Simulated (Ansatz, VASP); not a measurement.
AlNi in VASP and in Ansatz

INCAR

```
ALGO     = Normal         # electronic algorithm
EDIFF    = 1E-6           # SCF threshold, eV
ENCUT    = 520            # plane-wave cutoff, eV
GGA      = PE             # functional
ISIF     = 2              # what is computed and relaxed
ISMEAR   = -1             # smearing method
ISPIN    = 2              # spin polarisation
LASPH    = T              # aspherical terms in the spheres
LCHARG   = F              # write CHGCAR
LMAXMIX  = 4              # l up to which the mixer works
LORBIT   = 11             # projections on sites
LREAL    = F              # projectors in reciprocal space
LWAVE    = F              # write WAVECAR
MAGMOM   = 0 1            # initial moments
NBANDS   = 18             # bands
NELM     = 150            # most SCF steps
PREC     = Accurate       # precision mode
SIGMA    = 0.15           # smearing width, eV
```

The input KPOINTS:

```
k-points
0
Gamma
  12 12 12
```

Contents of POSCAR:

```
AlNi
1.0
    2.8810000000      0.0000000000      0.0000000000
    0.0000000000      2.8810000000      0.0000000000
    0.0000000000      0.0000000000      2.8810000000
Al Ni
1 1
Direct
    0.0000000000      0.0000000000      0.0000000000
    0.5000000000      0.5000000000      0.5000000000
```

Input for Ansatz:

```yaml
crystal:
  lattice:
    - [2.881, 0.0, 0.0]
    - [0.0, 2.881, 0.0]
    - [0.0, 0.0, 2.881]
  atoms:
    - { symbol: Al, position: [0.0, 0.0, 0.0] }
    - { symbol: Ni, position: [0.5, 0.5, 0.5], spin: 1.0 }
basis:
  ecutwfc: 550.0
kpoints:
  mp_grid:
    grid: [12, 12, 12]
hamiltonian:
  xc: pbe
  pseudopotentials:
    kind: paw
magnetization:
  spin_polarized: true
scf:
  occupations:
    method: fermi_dirac
    width: 0.15
```

Alike in both runs: task single point; functional PBE; k mesh 12 × 12 × 12; occupations fermi-dirac, width 0.15 eV; collinear spin.

```csv
,VASP,Ansatz
version,VASP 6.6.1,Ansatz 0.2.0
potentials or method,"VASP PAW PBE potentials, release 64 (Al, Ni), cutoff 520 eV","plane waves, PAW"
valence electrons in the cell,13,21
```

```csv
,VASP,Ansatz,Ansatz less VASP
net moment per atom (μB),0.00,0.00,0.000
```

VASP's potentials hold 13 valence electrons a cell and Ansatz's 21, so a difference there can come from the potentials and not from the codes. Ansatz's warnings: seeded moment not kept.
